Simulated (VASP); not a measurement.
# AlIn2N3 (P4/mmm) in VASP: a series of runs

The runs below take AlIn2N3 through single point, with PBE.

All numbers are computed with VASP 6.6.1; they aren't measurements. Logs are shortened: lines on timing, memory, paths and dates and some standing lists are left out, and cuts for length are marked.

## (1) The cell of the first run

Symmetry: P4/mmm, No. 123, tetragonal system. The conventional cell has a = 3.060 Å, b = 3.060 Å, c = 9.225 Å, α = 90.00°, β = 90.00°, γ = 90.00°. Al (site symmetry 4/mmm) has 4 Al at 3.06 Å and 2 In at 3.06 Å and 8 N at 3.16 Å within 4.0 Å. Within 3.0 Å of In (site symmetry 4mm) lie 8 N at 2.29 to 2.66 Å. N (site symmetry 4/mmm) has 6 N at 2.31 to 3.06 Å and 8 In at 2.66 Å within 3.1 Å. N (site symmetry 4mm) has 4 In at 2.29 Å and 1 N at 2.31 Å within 3.0 Å.

## (2) Single point, PBE, collinear spin, ferromagnetic start

INCAR

```
SYSTEM = AlIn2N3
PREC = Accurate ; ENCUT = 520
EDIFF = 1E-6 ; ISMEAR = 0
SIGMA = 0.1 ; LREAL = .False.
LASPH = .True. ; NELM = 150
ALGO = Normal ; ISIF = 2
LWAVE = .False. ; LCHARG = .True.
ISPIN = 2 ; MAGMOM = 0 0 0 1 1 1
LORBIT = 11 ; GGA = PE
LELF = .True. ; LVHAR = .True.
NBANDS = 35
```

KPOINTS

```
Automatic mesh
0
Gamma
  6 6 2
  0 0 0
```

POSCAR

```
AlIn2N3
1.0
    3.0602570903      0.0000000000      0.0000000000
    0.0000000000      3.0602570903      0.0000000000
    0.0000000000      0.0000000000      9.2253536239
Al In N
1 2 3
Direct
    0.5000000000      0.5000000000      0.5000000000
    0.5000000000      0.5000000000      0.8321733739
    0.5000000000      0.5000000000      0.1678266261
    0.0000000000      0.0000000000      0.0000000000
    0.0000000000      0.0000000000      0.7496738566
    0.0000000000      0.0000000000      0.2503261434
```

Potentials or basis: VASP PAW PBE potentials, release 64 (Al, In_d, N).

Command:

```
$ cat potpaw_PBE.64/Al/POTCAR potpaw_PBE.64/In_d/POTCAR potpaw_PBE.64/N/POTCAR > POTCAR
$ mpirun -np 1 vasp_std > vasp.out
```

OUTCAR:

```text
SYSTEM = AlIn2N3
   PREC = Accurate
   ENCUT = 520
   EDIFF = 1E-6
   ISMEAR = 0
   LREAL = .False.
   LASPH = .True.
   NELM = 150
   ISIF = 2
   ISPIN = 2
   LORBIT = 11
   GGA = PE

 ion  position               nearest neighbor table
   1  0.500  0.500  0.500-   2 3.06   3 3.06
   2  0.500  0.500  0.832-   5 2.29   5 2.29   5 2.29   5 2.29   4 2.66   4 2.66   4 2.66   4 2.66
                             1 3.06   3 3.10
   3  0.500  0.500  0.168-   6 2.29   6 2.29   6 2.29   6 2.29   4 2.66   4 2.66   4 2.66   4 2.66
                             1 3.06   2 3.10
   4  0.000  0.000  0.000-   2 2.66   3 2.66   2 2.66   3 2.66   2 2.66   3 2.66   2 2.66   3 2.66

   5  0.000  0.000  0.750-   2 2.29   2 2.29   2 2.29   2 2.29
   6  0.000  0.000  0.250-   3 2.29   3 2.29   3 2.29   3 2.29

  LATTYP: Found a simple tetragonal cell.
 ALAT       =     3.0602570903
 C/A-ratio  =     3.0145681724

  Lattice vectors:

 A1 = (   3.0602570903,   0.0000000000,   0.0000000000)
 A2 = (   0.0000000000,   3.0602570903,   0.0000000000)
 A3 = (   0.0000000000,   0.0000000000,   9.2253536239)

Analysis of symmetry for initial positions (statically):
=====================================================================
 Subroutine PRICEL returns:
 Original cell was already a primitive cell.

 Routine SETGRP: Setting up the symmetry group for a
 simple tetragonal supercell.

 Subroutine GETGRP returns: Found 16 space group operations
 (whereof 16 operations were pure point group operations)
 out of a pool of 16 trial point group operations.

The static configuration has the point symmetry D_4h.

Analysis of symmetry for dynamics (positions and initial velocities):
=====================================================================
 Subroutine PRICEL returns:
 Original cell was already a primitive cell.

 Routine SETGRP: Setting up the symmetry group for a
 simple tetragonal supercell.

 Subroutine GETGRP returns: Found 16 space group operations
 (whereof 16 operations were pure point group operations)
 out of a pool of 16 trial point group operations.

The dynamic configuration has the point symmetry D_4h.

Analysis of structural, dynamic, and magnetic symmetry:
=====================================================================
 Subroutine PRICEL returns:
 Original cell was already a primitive cell.

 Routine SETGRP: Setting up the symmetry group for a
 simple tetragonal supercell.

 Subroutine GETGRP returns: Found 16 space group operations
 (whereof 16 operations were pure point group operations)
 out of a pool of 16 trial point group operations.

The overall configuration has the point symmetry D_4h.

 Subroutine INISYM returns: Found 16 space group operations
 (whereof 16 operations are pure point group operations),
 and found     1 'primitive' translations

----------------------------------------------------------------------------------------

                                     Primitive cell

  volume of cell :      86.3970

  direct lattice vectors                    reciprocal lattice vectors
     3.060257090  0.000000000  0.000000000     0.326769932  0.000000000  0.000000000
     0.000000000  3.060257090  0.000000000     0.000000000  0.326769932  0.000000000
     0.000000000  0.000000000  9.225353624     0.000000000  0.000000000  0.108396929

  length of vectors
     3.060257090  3.060257090  9.225353624     0.326769932  0.326769932  0.108396929

  position of ions in fractional coordinates (direct lattice)
     0.500000000  0.500000000  0.500000000
     0.500000000  0.500000000  0.832173374
     0.500000000  0.500000000  0.167826626
     0.000000000  0.000000000  0.000000000
     0.000000000  0.000000000  0.749673857
     0.000000000  0.000000000  0.250326143

  ion indices of the primitive-cell ions
   primitive index   ion index
                 1           1
                 2           2
                 3           3
                 4           4
                 5           5
                 6           6

----------------------------------------------------------------------------------------
[... 32 lines left out ...]
  0.333333  0.166667  0.000000      8.000000
[... 12 lines left out ...]
  0.500000  0.333333  0.500000      4.000000
  0.500000  0.500000  0.500000      1.000000
   k-points           NKPTS =     20   k-points in BZ     NKDIM =     20   number of bands    NBANDS=     35
   number of dos      NEDOS =    301   number of ions     NIONS =      6
   total plane-waves  NPLWV =  40320
   dimension x,y,z NGX =    24 NGY =   24 NGZ =   70
   dimension x,y,z NGXF=    48 NGYF=   48 NGZF=  140
   ions per type =               1   2   3
   NGX,Y,Z   is equivalent  to a cutoff of  13.04, 13.04, 12.61 a.u.
   NGXF,Y,Z  is equivalent  to a cutoff of  26.08, 26.08, 25.23 a.u.
 SYSTEM =  AlIn2N3
   PREC   = accura    normal or accurate (medium, high low for compatibility)
   ISTART =      0    job   : 0-new  1-cont  2-samecut
   ICHARG =      2    charge: 1-file 2-atom 10-const
   ISPIN  =      2    spin polarized calculation?
   LNONCOLLINEAR =      F non collinear calculations
   LSORBIT =      F    spin-orbit coupling
   LASPH  =      T    aspherical Exc in radial PAW
   ENCUT  =  520.0 eV  38.22 Ry    6.18 a.u.   5.69  5.69 17.15*2*pi/ulx,y,z
   NELM   =    150;   NELMIN=  2; NELMDL= -5     # of ELM steps
   EDIFF  = 0.1E-05   stopping-criterion for ELM
   LREAL  =      F    real-space projection
   EDIFFG = 0.1E-04   stopping-criterion for IOM
   NSW    =      0    number of steps for IOM
   IBRION =     -1    ionic relax: 0-MD 1-quasi-New 2-CG
   NFREE  =      0    steps in history (QN), initial steepest desc. (CG)
   ISIF   =      2    stress and relaxation
   ISYM   =      2    0-nonsym 1-usesym 2-fastsym
   POTIM  = 0.5000    time-step for ionic-motion
   TEBEG  =    0.0;   TEEND  =   0.0 temperature during run
   PSTRESS=    0.0 pullay stress
   NELECT =      44.0000    total number of electrons
   NUPDOWN=      -1.0000    fix difference up-down
   EMIN   =  10.00;   EMAX   =-10.00  energy-range for DOS
   EFERMI =   0.00;   METHOD = LEGACY
   ISMEAR =     0;   SIGMA  =   0.10  broadening in eV -4-tet -1-fermi 0-gaus
   EFERMI_NEDOS =   21; number of points for ismear=-14 and -15
   IALGO  =     38    algorithm
   IMIX   =      4    mixing-type and parameters
     AMIX     =   0.40;   BMIX     =  1.00
     AMIX_MAG =   1.60;   BMIX_MAG =  1.00
  volume/ion in A,a.u.               =      14.40        97.17
  Fermi-wavevector in a.u.,A,eV,Ry     =   1.307353  2.470538 23.254685  1.709171
  Thomas-Fermi vector in A             =   2.438093
   LORBIT       =     11    0 simple, 1 ext, 2 COOP (PROOUT), +10 PAW based schemes
   GGA     = PE    functional components
   LHFCALC =     F    Hartree Fock is set to
   AEXX    =    0.0000 exact exchange contribution
   IVDW    =     0    specifies the selected vdW correction
   LEPSILON=     F    determine dielectric tensor
   LRPA    =     F    only Hartree local field effects (RPA)
 spin polarized calculation
 Gauss-broadening in eV      SIGMA  =   0.10
  energy-cutoff  :      520.00
  volume of cell :       86.40
 maximum number of plane-waves:      2372
 NGX is ok and might be reduce to    24
   NGX = 11   NGY = 11   NGZ = 35

 number of electron      43.9999982 magnetization       0.3024097

 Free energy of the ion-electron system (eV)
  ---------------------------------------------------
  ext. energy  EPLUGINS =         0.00000000
  ---------------------------------------------------
  free energy    TOTEN  =       -26.20198989 eV

  energy without entropy =      -26.18927966  energy(sigma->0) =      -26.19563478

 E-fermi :   7.1368     XC(G=0): -10.9287

 val. band max:        7.1229524607   @ k =   0.1667   0.0000   0.0000
 cond. band min:       7.1456156990   @ k =   0.5000   0.0000   0.0000
 fundamental gap:      0.0226632384
 Fermi energy:         7.1367516858

 spin component 1

 k-point     1 :       0.0000    0.0000    0.0000
  band No.  band energies     occupation
      1      -9.0117      1.00000
      2      -8.4760      1.00000
      3      -7.4956      1.00000
      4      -7.4722      1.00000
      5      -7.4388      1.00000
      6      -7.0407      1.00000
[... 729 lines left out ...]
     33      14.7125      0.00000
     34      16.1680      0.00000
 Fermi energy:         7.1367516858

 spin component 2

 k-point     1 :       0.0000    0.0000    0.0000
  band No.  band energies     occupation
      1      -8.9222      1.00000
      2      -8.4483      1.00000
      3      -7.4990      1.00000
      4      -7.4755      1.00000
      5      -7.3795      1.00000
      6      -7.0414      1.00000
[... 729 lines left out ...]
     33      14.7597      0.00000
     34      16.1650      0.00000
 [bands above 34 left out]

------------------------ aborting loop because EDIFF is reached ----------------------------------------

  FORCE on cell =-STRESS in cart. coord.  units (eV):
  Direction    XX          YY          ZZ          XY          YZ          ZX
  --------------------------------------------------------------------------------------
  -------------------------------------------------------------------------------------
  Total        0.1409003      0.1409003     -0.0204638      0.0000000     -0.0000000     -0.0000000
  in kB        2.6129060      2.6129060     -0.3794880      0.0000000     -0.0000000     -0.0000000
  external PRESSURE =       1.6154413 kB  Pullay stress =       0.0000000 kB

 VOLUME and BASIS-vectors are now :
 -----------------------------------------------------------------------------
  energy-cutoff  :      520.00
  volume of cell :       86.40
      direct lattice vectors                 reciprocal lattice vectors
     3.060257090  0.000000000  0.000000000     0.326769932  0.000000000  0.000000000
     0.000000000  3.060257090  0.000000000     0.000000000  0.326769932  0.000000000
     0.000000000  0.000000000  9.225353624     0.000000000  0.000000000  0.108396929

 POSITION                                       TOTAL-FORCE (eV/Angst)
 -----------------------------------------------------------------------------------
      1.53013      1.53013      4.61268        -0.000000      0.000000     -0.000000
      1.53013      1.53013      7.67709         0.000000      0.000000      0.001541
      1.53013      1.53013      1.54826        -0.000000      0.000000     -0.001541
      0.00000      0.00000      0.00000        -0.000000      0.000000     -0.000000
      0.00000      0.00000      6.91601        -0.000000     -0.000000     -0.012055
      0.00000      0.00000      2.30935         0.000000      0.000000      0.012055
 -----------------------------------------------------------------------------------
    total drift:                                0.000000     -0.000000      0.000000

  FREE ENERGIE OF THE ION-ELECTRON SYSTEM (eV)
  ---------------------------------------------------
  free  energy   TOTEN  =       -26.2019898947 eV

  energy  without entropy=      -26.1892796623  energy(sigma->0) =      -26.19563478

 total charge

# of ion       s       p       d       tot
------------------------------------------
    1        0.567   0.156   0.000   0.723
    2        0.713   0.626  10.000  11.339
    3        0.713   0.626  10.000  11.339
    4        1.352   2.102   0.000   3.455
    5        1.310   2.241   0.000   3.550
    6        1.310   2.241   0.000   3.550
--------------------------------------------------
tot          5.965   7.991  20.001  33.957

 magnetization (x)

# of ion       s       p       d       tot
------------------------------------------
    1       -0.001   0.003   0.000   0.002
    2       -0.004  -0.006   0.001  -0.009
    3       -0.004  -0.006   0.001  -0.009
    4        0.003   0.167   0.000   0.171
    5        0.001   0.031   0.000   0.032
    6        0.001   0.031   0.000   0.032
--------------------------------------------------
tot         -0.004   0.220   0.003   0.219
```

Run time: 5.9 min. Hardware: 1 thread of AMD EPYC 7R13, shared host; peak memory 0.24 GiB.

Results:

- Free energy: -26.2020 eV
- Pressure: 0.2 GPa
- Largest force: 0.012 eV/Å
- Net moment: 0.30 μB per cell
- Site moments: Al +0.00; In -0.01; N +0.17, +0.03 μB
- Valence electrons inside the program's atomic spheres: Al 0.72; In 11.34; N 3.46, 3.55

Forces on the atoms (eV/Å):
```
Al   0.000  0.000  0.000
In   0.000  0.000  0.002
In   0.000  0.000 -0.002
N    0.000  0.000  0.000
N    0.000  0.000 -0.012
N    0.000  0.000  0.012
```

Levels at points of the mesh, in eV from the Fermi level:
Spin up:
```tsv
k point	band 18	band 19	band 20	band 21	band 22	band 23	band 24	band 25	band 26	band 27
(0.00, 0.00, 0.00)	-2.09	-1.38	-1.38	-1.00	-0.10	-0.10	0.69	1.45	3.60	4.41
(0.50, 0.00, 0.00)	-2.98	-2.00	-0.64	-0.18	0.01	0.57	1.03	1.91	4.24	4.70
(0.50, 0.50, 0.00)	-2.90	-1.96	-1.96	-1.80	-0.88	-0.16	-0.08	0.98	0.98	1.48
(0.00, 0.00, 0.50)	-2.08	-1.40	-1.40	-1.10	-0.09	-0.09	1.38	1.58	2.35	6.77
(0.50, 0.00, 0.50)	-2.74	-1.65	-1.28	-0.64	-0.19	0.02	2.12	2.92	3.49	4.59
(0.50, 0.50, 0.50)	-2.98	-1.82	-1.82	-1.45	-1.34	-0.56	0.80	0.80	1.12	1.83
```
Spin down:
```tsv
k point	band 20	band 21	band 22	band 23	band 24	band 25
(0.00, 0.00, 0.00)	-1.30	-0.97	0.18	0.18	0.69	1.56
(0.50, 0.00, 0.00)	-0.38	-0.10	0.22	0.59	1.16	1.91
(0.50, 0.50, 0.00)	-1.75	-1.75	-0.86	-0.16	-0.10	1.01
(0.00, 0.00, 0.50)	-1.32	-1.08	0.19	0.19	1.45	1.63
(0.50, 0.00, 0.50)	-1.20	-0.38	-0.11	0.23	2.22	2.98
(0.50, 0.50, 0.50)	-1.60	-1.47	-1.34	-0.54	0.82	0.82
```

Caveat: spin-orbit coupling is left out, which moves the levels of the heavy elements.

[end of part 1 of 2]
